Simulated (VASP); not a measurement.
# KF (Fm-3m) in VASP: notebook

KF is run at these levels: PBE; tasks: single point.

Everything below comes from runs of VASP 6.6.1. Logs are shortened: lines on timing, memory, paths and dates and some standing lists are left out, and cuts for length are marked.

## Step 1: The cell of the first run

The structure is cubic, space group Fm-3m (No. 225). Conventional cell: a = 5.193 Å, b = 5.193 Å, c = 5.193 Å, α = 90.00°, β = 90.00°, γ = 90.00°. K (site symmetry m-3m) has 6 F at 2.60 Å within 3.4 Å. F (site symmetry m-3m) has 6 K at 2.60 Å within 3.4 Å.

## Step 2: Single point, PBE (Li replaced by K, lengths x 1.243, strained)

Contents of INCAR:

```
PREC = Accurate
ENCUT = 520
EDIFF = 1E-6
ISMEAR = 0
SIGMA = 0.1
LREAL = False
LASPH = True
NELM = 100
ALGO = Normal
ISIF = 2
LWAVE = False
LCHARG = False
GGA = PE
NBANDS = 15
```

Contents of KPOINTS:

```
Automatic mesh
0
Gamma
  6 6 6
```

Contents of POSCAR:

```
KF
1.0
    0.0000000000      2.5963606195      2.5963606195
    2.5963606195      0.0000000000      2.5963606195
    2.5963606195      2.5963606195      0.0000000000
K F
1 1
Direct
    0.0000000000      0.0000000000      0.0000000000
    0.5000000000      0.5000000000      0.5000000000
```

Potentials or basis: VASP PAW PBE potentials, release 64 (K_sv, F).

The run is started by

```bash
> cat potpaw_PBE.64/K_sv/POTCAR potpaw_PBE.64/F/POTCAR > POTCAR
> mpirun -np 1 vasp_std > vasp.out
```

OUTCAR:

```text
PREC = Accurate
   ENCUT = 520
   EDIFF = 1E-6
   ISMEAR = 0
   LREAL = False
   LASPH = True
   NELM = 100
   ISIF = 2
   GGA = PE

 ion  position               nearest neighbor table
   1  0.000  0.000  0.000-   2 2.60   2 2.60   2 2.60   2 2.60   2 2.60   2 2.60
   2  0.500  0.500  0.500-   1 2.60   1 2.60   1 2.60   1 2.60   1 2.60   1 2.60

  LATTYP: Found a face centered cubic cell.
 ALAT       =     5.1927212390

  Lattice vectors:

 A1 = (   0.0000000000,   2.5963606195,   2.5963606195)
 A2 = (   2.5963606195,   0.0000000000,   2.5963606195)
 A3 = (   2.5963606195,   2.5963606195,   0.0000000000)

Analysis of symmetry for initial positions (statically):
=====================================================================
 Subroutine PRICEL returns:
 Original cell was already a primitive cell.

 Routine SETGRP: Setting up the symmetry group for a
 face centered cubic supercell.

 Subroutine GETGRP returns: Found 48 space group operations
 (whereof 48 operations were pure point group operations)
 out of a pool of 48 trial point group operations.

The static configuration has the point symmetry O_h .

Analysis of symmetry for dynamics (positions and initial velocities):
=====================================================================
 Subroutine PRICEL returns:
 Original cell was already a primitive cell.

 Routine SETGRP: Setting up the symmetry group for a
 face centered cubic supercell.

 Subroutine GETGRP returns: Found 48 space group operations
 (whereof 48 operations were pure point group operations)
 out of a pool of 48 trial point group operations.

The dynamic configuration has the point symmetry O_h .

 Subroutine INISYM returns: Found 48 space group operations
 (whereof 48 operations are pure point group operations),
 and found     1 'primitive' translations

----------------------------------------------------------------------------------------

                                     Primitive cell

  volume of cell :      35.0046

  direct lattice vectors                    reciprocal lattice vectors
     0.000000000  2.596360619  2.596360619    -0.192577255  0.192577255  0.192577255
     2.596360619  0.000000000  2.596360619     0.192577255 -0.192577255  0.192577255
     2.596360619  2.596360619  0.000000000     0.192577255  0.192577255 -0.192577255

  length of vectors
     3.671808401  3.671808401  3.671808401     0.333553589  0.333553589  0.333553589

  position of ions in fractional coordinates (direct lattice)
     0.000000000  0.000000000  0.000000000
     0.500000000  0.500000000  0.500000000

  ion indices of the primitive-cell ions
   primitive index   ion index
                 1           1
                 2           2

----------------------------------------------------------------------------------------

 KPOINTS: Automatic mesh

Automatic generation of k-mesh.
 Grid dimensions read from file:
 generate k-points for:    6    6    6

 Generating k-lattice:

  Cartesian coordinates                     Fractional coordinates (reciprocal lattice)
    -0.032096209  0.032096209  0.032096209     0.166666667  0.000000000  0.000000000
     0.032096209 -0.032096209  0.032096209     0.000000000  0.166666667  0.000000000
     0.032096209  0.032096209 -0.032096209     0.000000000  0.000000000  0.166666667

  Length of vectors
     0.055592265  0.055592265  0.055592265

  Shift w.r.t. Gamma in fractional coordinates (k-lattice)
     0.000000000  0.000000000  0.000000000

 Subroutine IBZKPT returns following result:
 ===========================================

 Found     16 irreducible k-points:

 Following reciprocal coordinates:
            Coordinates               Weight
  0.000000  0.000000  0.000000      1.000000
  0.166667  0.000000  0.000000      8.000000
  0.333333  0.000000  0.000000      8.000000
  0.500000  0.000000  0.000000      4.000000
  0.166667  0.166667  0.000000      6.000000
  0.333333  0.166667  0.000000     24.000000
[... 8 lines left out ...]
 -0.333333  0.333333  0.166667     24.000000
 -0.333333  0.500000  0.166667     12.000000
   k-points           NKPTS =     16   k-points in BZ     NKDIM =     16   number of bands    NBANDS=     15
   number of dos      NEDOS =    301   number of ions     NIONS =      2
   total plane-waves  NPLWV =  21952
   dimension x,y,z NGX =    28 NGY =   28 NGZ =   28
   dimension x,y,z NGXF=    56 NGYF=   56 NGZF=   56
   ions per type =               1   1
   NGX,Y,Z   is equivalent  to a cutoff of  12.68, 12.68, 12.68 a.u.
   NGXF,Y,Z  is equivalent  to a cutoff of  25.35, 25.35, 25.35 a.u.
 SYSTEM =  unknown system
   PREC   = accura    normal or accurate (medium, high low for compatibility)
   ISTART =      0    job   : 0-new  1-cont  2-samecut
   ICHARG =      2    charge: 1-file 2-atom 10-const
   ISPIN  =      1    spin polarized calculation?
   LNONCOLLINEAR =      F non collinear calculations
   LSORBIT =      F    spin-orbit coupling
   LASPH  =      T    aspherical Exc in radial PAW
   ENCUT  =  520.0 eV  38.22 Ry    6.18 a.u.   6.83  6.83  6.83*2*pi/ulx,y,z
   NELM   =    100;   NELMIN=  2; NELMDL= -5     # of ELM steps
   EDIFF  = 0.1E-05   stopping-criterion for ELM
   LREAL  =      F    real-space projection
   EDIFFG = 0.1E-04   stopping-criterion for IOM
   NSW    =      0    number of steps for IOM
   IBRION =     -1    ionic relax: 0-MD 1-quasi-New 2-CG
   NFREE  =      0    steps in history (QN), initial steepest desc. (CG)
   ISIF   =      2    stress and relaxation
   ISYM   =      2    0-nonsym 1-usesym 2-fastsym
   POTIM  = 0.5000    time-step for ionic-motion
   TEBEG  =    0.0;   TEEND  =   0.0 temperature during run
   PSTRESS=    0.0 pullay stress
   NELECT =      16.0000    total number of electrons
   NUPDOWN=      -1.0000    fix difference up-down
   EMIN   =  10.00;   EMAX   =-10.00  energy-range for DOS
   EFERMI =   0.00;   METHOD = LEGACY
   ISMEAR =     0;   SIGMA  =   0.10  broadening in eV -4-tet -1-fermi 0-gaus
   EFERMI_NEDOS =   21; number of points for ismear=-14 and -15
   IALGO  =     38    algorithm
   IMIX   =      4    mixing-type and parameters
     AMIX     =   0.40;   BMIX     =  1.00
     AMIX_MAG =   1.60;   BMIX_MAG =  1.00
  volume/ion in A,a.u.               =      17.50       118.11
  Fermi-wavevector in a.u.,A,eV,Ry     =   1.261072  2.383080 21.637373  1.590302
  Thomas-Fermi vector in A             =   2.394549
   LORBIT       =      0    0 simple, 1 ext, 2 COOP (PROOUT), +10 PAW based schemes
   GGA     = PE    functional components
   LHFCALC =     F    Hartree Fock is set to
   AEXX    =    0.0000 exact exchange contribution
   IVDW    =     0    specifies the selected vdW correction
   LEPSILON=     F    determine dielectric tensor
   LRPA    =     F    only Hartree local field effects (RPA)
 non-spin polarized calculation
 Gauss-broadening in eV      SIGMA  =   0.10
  energy-cutoff  :      520.00
  volume of cell :       35.00
 maximum number of plane-waves:       960
   NGX = 13   NGY = 13   NGZ = 13

 number of electron      16.0000003 magnetization

 Free energy of the ion-electron system (eV)
  ---------------------------------------------------
  ext. energy  EPLUGINS =         0.00000000
  ---------------------------------------------------
  free energy    TOTEN  =        -8.22368898 eV

  energy without entropy =       -8.22368898  energy(sigma->0) =       -8.22368898

 E-fermi :  -2.1324     XC(G=0):  -8.8022

 val. band max:       -2.5547507805   @ k =   0.0000   0.0000   0.0000
 cond. band min:       4.0846625273   @ k =   0.0000   0.0000   0.0000
 fundamental gap:      6.6394133077
 Fermi energy:        -2.1323597341

 k-point     1 :       0.0000    0.0000    0.0000
  band No.  band energies     occupation
      1     -28.4700      2.00000
      2     -21.2577      2.00000
      3     -11.6460      2.00000
      4     -11.6460      2.00000
      5     -11.6460      2.00000
      6      -2.5548      2.00000
      7      -2.5548      2.00000
      8      -2.5548      2.00000
      9       4.0847      0.00000
     10       8.3555      0.00000
     11       8.3555      0.00000
     12       8.3555      0.00000
     13      10.1467      0.00000
     14      10.1467      0.00000
     15      14.9549      0.00000

 k-point     2 :       0.1667    0.0000    0.0000
  band No.  band energies     occupation
      1     -28.4350      2.00000
      2     -21.2923      2.00000
      3     -11.7283      2.00000
      4     -11.6565      2.00000
      5     -11.6565      2.00000
      6      -2.8169      2.00000
      7      -2.6652      2.00000
      8      -2.6652      2.00000
      9       4.8816      0.00000
     10       7.9761      0.00000
     11       8.7516      0.00000
     12       8.7516      0.00000
     13      10.4515      0.00000
     14      10.4515      0.00000
     15      16.2732      0.00000

 k-point     3 :       0.3333    0.0000    0.0000
  band No.  band energies     occupation
      1     -28.3638      2.00000
      2     -21.3641      2.00000
      3     -11.8904      2.00000
      4     -11.6769      2.00000
      5     -11.6769      2.00000
      6      -3.2561      2.00000
      7      -2.8778      2.00000
      8      -2.8778      2.00000
      9       6.4331      0.00000
     10       7.9182      0.00000
     11       9.5618      0.00000
     12       9.5618      0.00000
     13      11.3809      0.00000
     14      11.3809      0.00000
     15      16.2075      0.00000
[... 199 lines left out ...]
 k-point    15 :      -0.3333    0.3333    0.1667
  band No.  band energies     occupation
      1     -28.3024      2.00000
      2     -21.3530      2.00000
      3     -12.0975      2.00000
      4     -12.0419      2.00000
      5     -11.7405      2.00000
      6      -3.0959      2.00000
      7      -2.7909      2.00000
      8      -2.7594      2.00000
      9       7.3301      0.00000
     10       7.6916      0.00000
     11       9.3849      0.00000
     12      11.1506      0.00000
     13      11.8350      0.00000
     14      13.3420      0.00000
     15      13.7547      0.00000

 k-point    16 :      -0.3333    0.5000    0.1667
  band No.  band energies     occupation
      1     -28.2951      2.00000
      2     -21.3278      2.00000
      3     -12.2650      2.00000
      4     -12.0381      2.00000
      5     -11.7894      2.00000
      6      -2.9211      2.00000
      7      -2.7069      2.00000
      8      -2.6486      2.00000
      9       6.5564      0.00000
     10       8.5053      0.00000
     11       8.8883      0.00000
     12      11.5330      0.00000
     13      12.2219      0.00000
     14      13.4415      0.00000
     15      13.5476      0.00000

------------------------ aborting loop because EDIFF is reached ----------------------------------------

  FORCE on cell =-STRESS in cart. coord.  units (eV):
  Direction    XX          YY          ZZ          XY          YZ          ZX
  --------------------------------------------------------------------------------------
  -------------------------------------------------------------------------------------
  Total        1.1453583      1.1453583      1.1453583     -0.0000000     -0.0000000     -0.0000000
  in kB       52.4236071     52.4236071     52.4236071     -0.0000000     -0.0000000     -0.0000000
  external PRESSURE =      52.4236071 kB  Pullay stress =       0.0000000 kB

 VOLUME and BASIS-vectors are now :
 -----------------------------------------------------------------------------
  energy-cutoff  :      520.00
  volume of cell :       35.00
      direct lattice vectors                 reciprocal lattice vectors
     0.000000000  2.596360619  2.596360619    -0.192577255  0.192577255  0.192577255
     2.596360619  0.000000000  2.596360619     0.192577255 -0.192577255  0.192577255
     2.596360619  2.596360619  0.000000000     0.192577255  0.192577255 -0.192577255

 POSITION                                       TOTAL-FORCE (eV/Angst)
 -----------------------------------------------------------------------------------
      0.00000      0.00000      0.00000         0.000000     -0.000000     -0.000000
      2.59636      2.59636      2.59636        -0.000000      0.000000      0.000000
 -----------------------------------------------------------------------------------
    total drift:                                0.000000      0.000000      0.000000

  FREE ENERGIE OF THE ION-ELECTRON SYSTEM (eV)
  ---------------------------------------------------
  free  energy   TOTEN  =        -8.2236889758 eV

  energy  without entropy=       -8.2236889758  energy(sigma->0) =       -8.22368898
```

Wall time 21 s (1 thread of Intel Xeon 6975P-C, shared host); peak memory 0.16 GiB.

Results:

| Property | Result |
| --- | --- |
| Free energy | -8.2237 eV |
| Pressure | 5.2 GPa |
| Band gap on the k mesh | 6.64 eV, direct |

Levels at points of the mesh, in eV from the valence-band top:
```
           k point  band 6  band 7  band 8  band 9  band 10  band 11
(0.00, 0.00, 0.00)    0.00    0.00    0.00    6.64    10.91    10.91
(0.50, 0.00, 0.00)   -0.89   -0.43   -0.43    9.43    11.27    12.48
(0.50, 0.50, 0.00)   -0.16   -0.03   -0.03    8.26    10.79    12.52
```

Caveat: the cell differs from its parent crystal (Li replaced by K, lengths x 1.243, strained).

## Step 3: Single point, PBE (Li replaced by K, lengths x 1.243, strained)

Contents of INCAR:

```
SYSTEM = KF
  PREC = Accurate
  ENCUT = 520
  EDIFF = 1E-6
  ISMEAR = 0
  SIGMA = 0.02
  LREAL = .False.
  LASPH = .True.
  NELM = 60
  ALGO = Normal
  ISIF = 2
  LWAVE = .False.
  LCHARG = .True.
  GGA = PE
  LELF = .True.
  LVHAR = .True.
  NBANDS = 15
```

Contents of KPOINTS:

```
regular mesh
0
Gamma
  8 8 8
  0 0 0
```

POSCAR is that of step 2.

Potentials or basis: VASP PAW PBE potentials, release 64 (K_sv, F).

The run is started by

```bash
> cat potpaw_PBE.64/K_sv/POTCAR potpaw_PBE.64/F/POTCAR > POTCAR
> mpirun -np 1 vasp_std > vasp.out
```

OUTCAR:

```text
SYSTEM = KF
   PREC = Accurate
   ENCUT = 520
   EDIFF = 1E-6
   ISMEAR = 0
   LREAL = .False.
   LASPH = .True.
   NELM = 60
   ISIF = 2
   GGA = PE

 ion  position               nearest neighbor table
   1  0.000  0.000  0.000-   2 2.60   2 2.60   2 2.60   2 2.60   2 2.60   2 2.60
   2  0.500  0.500  0.500-   1 2.60   1 2.60   1 2.60   1 2.60   1 2.60   1 2.60

  LATTYP: Found a face centered cubic cell.
 ALAT       =     5.1927212390

  Lattice vectors:

 A1 = (   0.0000000000,   2.5963606195,   2.5963606195)
 A2 = (   2.5963606195,   0.0000000000,   2.5963606195)
 A3 = (   2.5963606195,   2.5963606195,   0.0000000000)

Analysis of symmetry for initial positions (statically):
=====================================================================
 Subroutine PRICEL returns:
 Original cell was already a primitive cell.

 Routine SETGRP: Setting up the symmetry group for a
 face centered cubic supercell.

 Subroutine GETGRP returns: Found 48 space group operations
 (whereof 48 operations were pure point group operations)
 out of a pool of 48 trial point group operations.

The static configuration has the point symmetry O_h .

Analysis of symmetry for dynamics (positions and initial velocities):
[... 179 lines left out ...]
     12       8.3555      0.00000
     13      10.1467      0.00000
     14      10.1467      0.00000
[... 401 lines left out ...]
      2     -21.3693      2.00000
      3     -12.0471      2.00000
      4     -11.9277      2.00000
      5     -11.7313      2.00000
      6      -3.1884      2.00000
      7      -2.8738      2.00000
      8      -2.8326      2.00000
      9       7.1847      0.00000
     10       7.9538      0.00000
     11       9.6271      0.00000
     12      10.6225      0.00000
     13      11.9912      0.00000
     14      13.1916      0.00000
     15      13.6391      0.00000

 [... further k-points ...]

------------------------ aborting loop because EDIFF is reached ----------------------------------------

  FORCE on cell =-STRESS in cart. coord.  units (eV):
  Direction    XX          YY          ZZ          XY          YZ          ZX
  --------------------------------------------------------------------------------------
  -------------------------------------------------------------------------------------
  Total        1.1454858      1.1454858      1.1454858      0.0000000      0.0000000     -0.0000000
  in kB       52.4294438     52.4294438     52.4294438      0.0000000      0.0000000     -0.0000000
  external PRESSURE =      52.4294438 kB  Pullay stress =       0.0000000 kB

 VOLUME and BASIS-vectors are now :
 -----------------------------------------------------------------------------
  energy-cutoff  :      520.00
  volume of cell :       35.00
      direct lattice vectors                 reciprocal lattice vectors
     0.000000000  2.596360619  2.596360619    -0.192577255  0.192577255  0.192577255
     2.596360619  0.000000000  2.596360619     0.192577255 -0.192577255  0.192577255
     2.596360619  2.596360619  0.000000000     0.192577255  0.192577255 -0.192577255

 POSITION                                       TOTAL-FORCE (eV/Angst)
 -----------------------------------------------------------------------------------
      0.00000      0.00000      0.00000        -0.000000     -0.000000     -0.000000
      2.59636      2.59636      2.59636         0.000000      0.000000      0.000000
 -----------------------------------------------------------------------------------
    total drift:                                0.000000      0.000000      0.000000

  FREE ENERGIE OF THE ION-ELECTRON SYSTEM (eV)
  ---------------------------------------------------
  free  energy   TOTEN  =        -8.2237453707 eV

  energy  without entropy=       -8.2237453707  energy(sigma->0) =       -8.22374537
```

OSZICAR:

```text
N       E                     dE             d eps       ncg     rms          rms(c)
DAV:   1     0.111436096091E+03    0.11144E+03   -0.85246E+03   870   0.106E+03
DAV:   2    -0.507821536270E+01   -0.11651E+03   -0.10650E+03  1145   0.287E+02
DAV:   3    -0.936714308104E+01   -0.42889E+01   -0.42667E+01  1152   0.499E+01
DAV:   4    -0.946774867179E+01   -0.10061E+00   -0.10060E+00  1158   0.737E+00
DAV:   5    -0.946912511416E+01   -0.13764E-02   -0.13764E-02  1204   0.693E-01    0.651E+00
DAV:   6    -0.824808012237E+01    0.12210E+01   -0.33620E+00   919   0.157E+01    0.459E+00
DAV:   7    -0.822436672393E+01    0.23713E-01   -0.68792E-02  1059   0.229E+00    0.260E+00
DAV:   8    -0.822173613581E+01    0.26306E-02   -0.46449E-02   940   0.217E+00    0.191E-01
DAV:   9    -0.822314018230E+01   -0.14040E-02   -0.40341E-03  1143   0.527E-01    0.125E-01
DAV:  10    -0.822364492093E+01   -0.50474E-03   -0.47074E-04   912   0.197E-01    0.538E-02
DAV:  11    -0.822374927936E+01   -0.10436E-03   -0.11856E-04   912   0.961E-02    0.213E-02
DAV:  12    -0.822374530140E+01    0.39780E-05   -0.16688E-05  1080   0.424E-02    0.434E-03
DAV:  13    -0.822374537067E+01   -0.69272E-07   -0.22313E-06   968   0.139E-02
   1 F= -.82237454E+01 E0= -.82237454E+01  d E =-.146095E-15
```

It took 37 s on 1 thread of Intel Xeon 6975P-C, shared host; peak memory 0.16 GiB.

Results:

```yaml
Free_energy: -8.2237 eV
Pressure: 5.2 GPa
Band_gap_on_the_k_mesh: 6.64 eV, direct
```

Levels at points of the mesh, in eV from the valence-band top:
| k point | band 4 | band 5 | band 6 | band 7 | band 8 | band 9 | band 10 | band 11 | band 12 | band 13 |
| --- | --- | --- | --- | --- | --- | --- | --- | --- | --- | --- |
| (0.00, 0.00, 0.00) | -9.09 | -9.09 | 0.00 | 0.00 | 0.00 | 6.64 | 10.91 | 10.91 | 10.91 | 12.70 |
| (0.50, 0.00, 0.00) | -9.13 | -9.13 | -0.89 | -0.43 | -0.43 | 9.43 | 11.27 | 12.48 | 12.48 | 14.88 |
| (0.50, 0.50, 0.00) | -9.37 | -9.37 | -0.16 | -0.03 | -0.03 | 8.26 | 10.79 | 12.52 | 14.07 | 14.77 |

Caveat: the cell differs from its parent crystal (Li replaced by K, lengths x 1.243, strained). A k mesh can miss the band edges.
